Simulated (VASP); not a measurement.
# Cd (P6/mmm) in VASP: further runs

Cd is run at these levels: LDA; tasks: relaxation of cell and atoms.

Program: VASP 6.6.1. These are calculated values, not measurements. Logs are shortened: lines on timing, memory, paths and dates and some standing lists are left out, and cuts for length are marked.

## (1) The cell of the first run

It takes space group P6/mmm (No. 191, hexagonal). The conventional cell has a = 2.854 Å, b = 2.854 Å, c = 2.683 Å, α = 90.00°, β = 90.00°, γ = 120.00°. Within 3.5 Å of Cd (site symmetry 6/mmm) lie 8 Cd at 2.68 to 2.85 Å.

This isn't the form of Cd at room conditions, which is hcp.

## (2) Relaxation of cell and atoms, LDA, target pressure 7.5 GPa, at which the enthalpy is minimised

The input, INCAR:

```
SYSTEM = Cd
PREC     = Accurate       ! precision mode
ENCUT    = 600            ! plane-wave cutoff, eV
EDIFF    = 1E-6           ! SCF threshold, eV
ISMEAR   = -1             ! smearing method
SIGMA    = 0.08           ! smearing width, eV
LREAL    = .False.        ! projectors in reciprocal space
LASPH    = .True.         ! aspherical terms in the spheres
NELM     = 100            ! most SCF steps
ALGO     = Normal         ! electronic algorithm
ISIF     = 3              ! what is computed and relaxed
LWAVE    = .False.        ! write WAVECAR
LCHARG   = .False.        ! write CHGCAR
IBRION   = 2              ! ionic algorithm
NSW      = 60             ! ionic steps
EDIFFG   = -0.005         ! ionic threshold
PSTRESS  = 75.0
```

The input, KPOINTS:

```
Automatic mesh
0
Gamma
  15 15 14
  0 0 0
```

The input, POSCAR:

```
Cd
1.0
    2.8538537836      0.0000000000      0.0000000000
   -1.4269268918      2.4715098753      0.0000000000
    0.0000000000      0.0000000000      2.6826225566
Cd
1
Direct
    0.0000000000      0.0000000000      0.0000000000
```

Potentials or basis: VASP PAW LDA potentials, release 64 (Cd).

Command:

```sh
cat potpaw_LDA.64/Cd/POTCAR > POTCAR
mpirun -np 1 vasp_std > vasp.out
```

OUTCAR:

```text
SYSTEM = Cd
   PREC = Accurate
   ENCUT = 600
   EDIFF = 1E-6
   ISMEAR = -1
   LREAL = .False.
   LASPH = .True.
   NELM = 100
   ISIF = 3
   IBRION = 2
   NSW = 60
   EDIFFG = -0.005
   PSTRESS = 75.0

 ion  position               nearest neighbor table
   1  0.000  0.000  0.000-

  LATTYP: Found a hexagonal cell.
 ALAT       =     2.8538537836
 C/A-ratio  =     0.9400000000

  Lattice vectors:

 A1 = (   2.8538537836,   0.0000000000,   0.0000000000)
 A2 = (  -1.4269268918,   2.4715098753,   0.0000000000)
 A3 = (   0.0000000000,   0.0000000000,   2.6826225566)

Analysis of symmetry for initial positions (statically):
=====================================================================
 Subroutine PRICEL returns:
 Original cell was already a primitive cell.

 Routine SETGRP: Setting up the symmetry group for a
 hexagonal supercell.

 Subroutine GETGRP returns: Found 24 space group operations
 (whereof 24 operations were pure point group operations)
 out of a pool of 24 trial point group operations.

The static configuration has the point symmetry D_6h.

Analysis of symmetry for dynamics (positions and initial velocities):
=====================================================================
 Subroutine PRICEL returns:
 Original cell was already a primitive cell.

 Routine SETGRP: Setting up the symmetry group for a
 hexagonal supercell.

 Subroutine GETGRP returns: Found 24 space group operations
 (whereof 24 operations were pure point group operations)
 out of a pool of 24 trial point group operations.

The dynamic configuration has the point symmetry D_6h.

 Subroutine INISYM returns: Found 24 space group operations
 (whereof 24 operations are pure point group operations),
 and found     1 'primitive' translations

----------------------------------------------------------------------------------------

                                     Primitive cell

  volume of cell :      18.9214

  direct lattice vectors                    reciprocal lattice vectors
     2.853853784  0.000000000  0.000000000     0.350403376  0.202305483  0.000000000
    -1.426926892  2.471509875  0.000000000     0.000000000  0.404610967  0.000000000
     0.000000000  0.000000000  2.682622557     0.000000000  0.000000000  0.372769549

  length of vectors
     2.853853784  2.853853784  2.682622557     0.404610967  0.404610967  0.372769549

  position of ions in fractional coordinates (direct lattice)
     0.000000000  0.000000000  0.000000000

  ion indices of the primitive-cell ions
   primitive index   ion index
                 1           1

----------------------------------------------------------------------------------------

 KPOINTS: Automatic mesh

Automatic generation of k-mesh.
 Grid dimensions read from file:
 generate k-points for:   15   15   14

 Generating k-lattice:

  Cartesian coordinates                     Fractional coordinates (reciprocal lattice)
     0.023360225  0.013487032  0.000000000     0.066666667  0.000000000  0.000000000
     0.000000000  0.026974064  0.000000000     0.000000000  0.066666667  0.000000000
     0.000000000  0.000000000  0.026626396     0.000000000  0.000000000  0.071428571

  Length of vectors
     0.026974064  0.026974064  0.026626396

  Shift w.r.t. Gamma in fractional coordinates (k-lattice)
     0.000000000  0.000000000  0.000000000

 Subroutine IBZKPT returns following result:
 ===========================================

 Found    216 irreducible k-points:

 Following reciprocal coordinates:
            Coordinates               Weight
  0.000000  0.000000  0.000000      1.000000
  0.066667  0.000000  0.000000      6.000000
  0.133333  0.000000  0.000000      6.000000
  0.200000  0.000000  0.000000      6.000000
  0.266667  0.000000  0.000000      6.000000
  0.333333  0.000000  0.000000      6.000000
[... 16 lines left out ...]
  0.333333  0.200000  0.000000     12.000000
  0.400000  0.200000  0.000000      6.000000
 [... further k-points ...]
   k-points           NKPTS =    216   k-points in BZ     NKDIM =    216   number of bands    NBANDS=     10
   number of dos      NEDOS =    301   number of ions     NIONS =      1
   total plane-waves  NPLWV =  13824
   dimension x,y,z NGX =    24 NGY =   24 NGZ =   24
   dimension x,y,z NGXF=    48 NGYF=   48 NGZF=   48
   ions per type =               1
   NGX,Y,Z   is equivalent  to a cutoff of  13.98, 13.98, 14.87 a.u.
   NGXF,Y,Z  is equivalent  to a cutoff of  27.96, 27.96, 29.75 a.u.
 SYSTEM =  Cd
   PREC   = accura    normal or accurate (medium, high low for compatibility)
   ISTART =      0    job   : 0-new  1-cont  2-samecut
   ICHARG =      2    charge: 1-file 2-atom 10-const
   ISPIN  =      1    spin polarized calculation?
   LNONCOLLINEAR =      F non collinear calculations
   LSORBIT =      F    spin-orbit coupling
   LASPH  =      T    aspherical Exc in radial PAW
   ENCUT  =  600.0 eV  44.10 Ry    6.64 a.u.   5.70  5.70  5.36*2*pi/ulx,y,z
   NELM   =    100;   NELMIN=  2; NELMDL= -5     # of ELM steps
   EDIFF  = 0.1E-05   stopping-criterion for ELM
   LREAL  =      F    real-space projection
   EDIFFG = -.5E-02   stopping-criterion for IOM
   NSW    =     60    number of steps for IOM
   IBRION =      2    ionic relax: 0-MD 1-quasi-New 2-CG
   NFREE  =      1    steps in history (QN), initial steepest desc. (CG)
   ISIF   =      3    stress and relaxation
   ISYM   =      2    0-nonsym 1-usesym 2-fastsym
   POTIM  = 0.5000    time-step for ionic-motion
   TEBEG  =    0.0;   TEEND  =   0.0 temperature during run
   PSTRESS=   75.0 pullay stress
   NELECT =      12.0000    total number of electrons
   NUPDOWN=      -1.0000    fix difference up-down
   EMIN   =  10.00;   EMAX   =-10.00  energy-range for DOS
   EFERMI =   0.00;   METHOD = LEGACY
   ISMEAR =    -1;   SIGMA  =   0.08  broadening in eV -4-tet -1-fermi 0-gaus
   EFERMI_NEDOS =   21; number of points for ismear=-14 and -15
   IALGO  =     38    algorithm
   IMIX   =      4    mixing-type and parameters
     AMIX     =   0.40;   BMIX     =  1.00
     AMIX_MAG =   1.60;   BMIX_MAG =  1.00
  volume/ion in A,a.u.               =      18.92       127.69
  Fermi-wavevector in a.u.,A,eV,Ry     =   1.406536  2.657967 26.916979  1.978342
  Thomas-Fermi vector in A             =   2.528886
   LORBIT       =      0    0 simple, 1 ext, 2 COOP (PROOUT), +10 PAW based schemes
   GGA     = CA    functional components
   LHFCALC =     F    Hartree Fock is set to
   AEXX    =    0.0000 exact exchange contribution
   IVDW    =     0    specifies the selected vdW correction
   LEPSILON=     F    determine dielectric tensor
   LRPA    =     F    only Hartree local field effects (RPA)
 conjugate gradient relaxation of ions
 non-spin polarized calculation
  energy-cutoff  :      600.00
  volume of cell :       18.92
 maximum number of plane-waves:       658
 NGX is ok and might be reduce to    24
   NGX = 11   NGY = 11   NGZ = 11

--------------------------------------- Ionic step        1  -------------------------------------------

 number of electron      11.9999999 magnetization

 Free energy of the ion-electron system (eV)
  ---------------------------------------------------
  ext. energy  EPLUGINS =         0.00000000
  ---------------------------------------------------
  free energy    TOTEN  =        -1.26819848 eV

  energy without entropy =       -1.26266479  energy(sigma->0) =       -1.26543163

------------------------ aborting loop because EDIFF is reached ----------------------------------------

  FORCE on cell =-STRESS in cart. coord.  units (eV):
  Direction    XX          YY          ZZ          XY          YZ          ZX
  --------------------------------------------------------------------------------------
  -------------------------------------------------------------------------------------
  Total        1.1769447      1.1769447      2.5924945      0.0000000      0.0000000      0.0000000
  in kB       99.6581904     99.6581904    219.5203465      0.0000000      0.0000000      0.0000000
  external PRESSURE =      64.6122424 kB  Pullay stress =      75.0000000 kB

 VOLUME and BASIS-vectors are now :
 -----------------------------------------------------------------------------
  energy-cutoff  :      600.00
  volume of cell :       18.92
      direct lattice vectors                 reciprocal lattice vectors
     2.853853784  0.000000000  0.000000000     0.350403376  0.202305483  0.000000000
    -1.426926892  2.471509875  0.000000000     0.000000000  0.404610967  0.000000000
     0.000000000  0.000000000  2.682622557     0.000000000  0.000000000  0.372769549
[... 266 lines left out ...]
  FREE ENERGIE OF THE ION-ELECTRON SYSTEM (eV)
  ---------------------------------------------------
  free  energy   TOTEN  =        -1.3678689848 eV

  energy  without entropy=       -1.3609033278  energy(sigma->0) =       -1.36438616

  enthalpy is  TOTEN    =        -0.4310261661 eV   P V=        0.9368428188

--------------------------------------- Ionic step        9  -------------------------------------------

 number of electron      11.9999997 magnetization

 Free energy of the ion-electron system (eV)
  ---------------------------------------------------
  ext. energy  EPLUGINS =         0.00000000
  ---------------------------------------------------
  free energy    TOTEN  =        -1.36777747 eV

  energy without entropy =       -1.36081723  energy(sigma->0) =       -1.36429735

 E-fermi :   3.2503     XC(G=0): -11.7281

 val. band max:        3.2488649977   @ k =   0.2667   0.2000   0.5000
 cond. band min:       3.2758180603   @ k =   0.3333   0.0000   0.5000
 fundamental gap:      0.0269530625
 Fermi energy:         3.2502829311

 k-point     1 :       0.0000    0.0000    0.0000
  band No.  band energies     occupation
      1      -7.2627      2.00000
      2      -6.2345      2.00000
      3      -6.2345      2.00000
      4      -6.2116      2.00000
      5      -5.1096      2.00000
      6      -5.1096      2.00000
      7      12.5178      0.00000
      8      17.3894      0.00000
      9      19.5053      0.00000
     10      19.5053      0.00000

 k-point     2 :       0.0667    0.0000    0.0000
  band No.  band energies     occupation
      1      -7.2163      2.00000
      2      -6.2716      2.00000
      3      -6.1800      2.00000
      4      -6.0941      2.00000
      5      -5.1472      2.00000
      6      -5.1171      2.00000
      7      12.6932      0.00000
      8      17.3964      0.00000
      9      17.5732      0.00000
     10      18.7681      0.00000
[... 274 lines left out ...]
 k-point    24 :       0.4000    0.2000    0.0000
  band No.  band energies     occupation
      1      -6.7525      2.00000
      2      -6.4136      2.00000
      3      -5.8035      2.00000
      4      -5.4692      2.00000
      5      -5.4585      2.00000
      6       2.0823      2.00000
      7       2.8043      1.99244
      8       7.9042      0.00000
      9      19.5388      0.00000
     10      20.3366      0.00000

 [... further k-points ...]

------------------------ aborting loop because EDIFF is reached ----------------------------------------

  FORCE on cell =-STRESS in cart. coord.  units (eV):
  Direction    XX          YY          ZZ          XY          YZ          ZX
  --------------------------------------------------------------------------------------
  -------------------------------------------------------------------------------------
  Total        0.9323577      0.9323577      0.9385908      0.0000000      0.0000000      0.0000000
  in kB       74.6482049     74.6482049     75.1472541      0.0000000      0.0000000      0.0000000
  external PRESSURE =      -0.1854454 kB  Pullay stress =      75.0000000 kB

 VOLUME and BASIS-vectors are now :
 -----------------------------------------------------------------------------
  energy-cutoff  :      600.00
  volume of cell :       20.01
      direct lattice vectors                 reciprocal lattice vectors
     2.839350010 -0.000000000  0.000000000     0.352193282  0.203338886  0.000000000
    -1.419675005  2.458949239  0.000000000     0.000000000  0.406677773  0.000000000
     0.000000000 -0.000000000  2.866191889    -0.000000000 -0.000000000  0.348894993

 POSITION                                       TOTAL-FORCE (eV/Angst)
 -----------------------------------------------------------------------------------
     -1.41968      2.45895      0.00000        -0.000000      0.000000      0.000000
 -----------------------------------------------------------------------------------
    total drift:                               -0.000000      0.000000     -0.000000

  FREE ENERGIE OF THE ION-ELECTRON SYSTEM (eV)
  ---------------------------------------------------
  free  energy   TOTEN  =        -1.3677774662 eV

  energy  without entropy=       -1.3608172303  energy(sigma->0) =       -1.36429735

  enthalpy is  TOTEN    =        -0.4310258761 eV   P V=        0.9367515901

 reached required accuracy - stopping structural energy minimisation
```

Run time: 4.3 min. Hardware: 1 thread of Oxide Virtual Turin-like, shared host; peak memory 0.15 GiB.

What came out:

```yaml
Free_energy: -1.3678 eV
Relaxed_volume: 20.01 Å³/atom
Relaxed_cell: a = 2.839 Å, b = 2.839 Å, c = 2.866 Å, α = 90.00°, β = 90.00°, γ = 120.00°
Space_group_after_relaxing_to_0.1_Å: P6/mmm (No. 191)
Energy_change_on_relaxing_the_run_minimises_the_enthalpy: -99.6 meV/atom
Ionic_steps: 9
Pressure_after_relaxing: 7.5 GPa
Band_gap_on_the_k_mesh: zero (bands 6 and 7 overlap by 7.20 eV)
```

The path:
```
step  energy change (eV)  largest force (eV/Å)  pressure (GPa)  volume (Å³)
   1              0.0000                0.0000           13.96        18.92
   2             -0.1329                0.0000            3.05        21.06
   3             -0.1062                0.0000            6.11        20.27
   4             -0.0955                0.0000            7.82        19.93
   5             -0.0949                0.0000            7.92        19.92
   6             -0.1001                0.0000            7.42        20.02
   7             -0.0998                0.0000            7.45        20.02
   8             -0.0997                0.0000            7.47        20.01
   9             -0.0996                0.0000            7.48        20.01
```

Final structure:
```
Cd
1.0
     2.83935    0.00000    0.00000
    -1.41968    2.45895    0.00000
     0.00000    0.00000    2.86619
Cd
1
Direct
  0.00000 0.00000 0.00000
```

Levels at points of the mesh, in eV from the Fermi level:
```csv
k point,band 4,band 5,band 6,band 7,band 8,band 9
"(0.00, 0.00, 0.00)",-9.46,-8.36,-8.36,9.27,14.14,16.26
"(0.00, 0.00, 0.50)",-8.82,-8.82,-3.57,-3.52,17.87,19.66
```

Caveat: the cell is relaxed towards a set pressure, so the run minimises the enthalpy, not the energy.

## (3) Relaxation of cell and atoms, LDA, target pressure 7.5 GPa, at which the enthalpy is minimised

This run uses another cell than the first one, of 19.84 Å³/atom.

The input, INCAR:

```
ALGO     = Normal         # electronic algorithm
EDIFF    = 1E-6           # SCF threshold, eV
EDIFFG   = -0.005         # ionic threshold
ENCUT    = 600            # plane-wave cutoff, eV
IBRION   = 2              # ionic algorithm
ISIF     = 3              # what is computed and relaxed
ISMEAR   = -1             # smearing method
LASPH    = T              # aspherical terms in the spheres
LCHARG   = F              # write CHGCAR
LREAL    = F              # projectors in reciprocal space
LWAVE    = F              # write WAVECAR
NELM     = 60             # most SCF steps
NSW      = 32             # ionic steps
PREC     = Accurate       # precision mode
PSTRESS  = 75.0         
SIGMA    = 0.08           # smearing width, eV
```

The input, KPOINTS:

```
k-points
0
Gamma
  15 15 14
```

The input, POSCAR:

```
Cd
1.0
    2.8294954450      0.0000000000      0.0000000000
   -1.4147477225      2.4504149353      0.0000000000
    0.0000000000      0.0000000000      2.8616742702
Cd
1
Direct
    0.0000000000      0.0000000000      0.0000000000
```

Potentials or basis: VASP PAW LDA potentials, release 64 (Cd).

Command:

```sh
cat potpaw_LDA.64/Cd/POTCAR > POTCAR
mpirun -np 1 vasp_std > vasp.out
```

Run time: 2.8 min. Hardware: 1 thread of Oxide Virtual Turin-like, shared host; peak memory 0.14 GiB.

Results (log left out):

```yaml
Free_energy: -1.3679 eV
Relaxed_volume: 20.00 Å³/atom
Relaxed_cell: a = 2.838 Å, b = 2.838 Å, c = 2.868 Å, α = 90.00°, β = 90.00°, γ = 120.00°
Space_group_after_relaxing_to_0.1_Å: P6/mmm (No. 191)
Energy_change_on_relaxing_the_run_minimises_the_enthalpy: -8.0 meV/atom
Ionic_steps: 5
Pressure_after_relaxing: 7.5 GPa
Band_gap_on_the_k_mesh: zero (bands 6 and 7 overlap by 7.21 eV)
```

Step by step:
```csv
step,energy change (eV),largest force (eV/Å),pressure (GPa),volume (Å³)
1,0.0000,0.0000,8.31,19.84
2,-0.0137,0.0000,6.87,20.13
3,-0.0080,0.0000,7.53,20.00
4,-0.0083,0.0000,7.48,20.01
5,-0.0080,0.0000,7.49,20.00
```

Final structure:
```cif
data_structure
_symmetry_space_group_name_H-M 'P 1'
_symmetry_Int_Tables_number 1
_cell_length_a 2.8380
_cell_length_b 2.8380
_cell_length_c 2.8677
_cell_angle_alpha 90.000
_cell_angle_beta 90.000
_cell_angle_gamma 120.000
_cell_volume 20.00
loop_
_atom_site_label
_atom_site_type_symbol
_atom_site_fract_x
_atom_site_fract_y
_atom_site_fract_z
_atom_site_occupancy
Cd1 Cd 0.00000 0.00000 0.00000 1
```

Levels at points of the mesh, in eV from the Fermi level:
| k point | band 2 | band 3 | band 4 | band 5 | band 6 | band 7 | band 8 | band 9 | band 10 |
| --- | --- | --- | --- | --- | --- | --- | --- | --- | --- |
| (0.00, 0.00, 0.00) | -9.49 | -9.49 | -9.46 | -8.36 | -8.36 | 9.24 | 14.12 | 15.20 | 16.28 |
| (0.00, 0.00, 0.50) | -9.39 | -9.39 | -8.82 | -8.82 | -3.57 | -3.54 | 17.87 | 19.67 | 20.59 |

Caveat: the cell is relaxed towards a set pressure, so the run minimises the enthalpy, not the energy.

The gap in the log of VASP goes by the Fermi energy; the results here count the filled bands.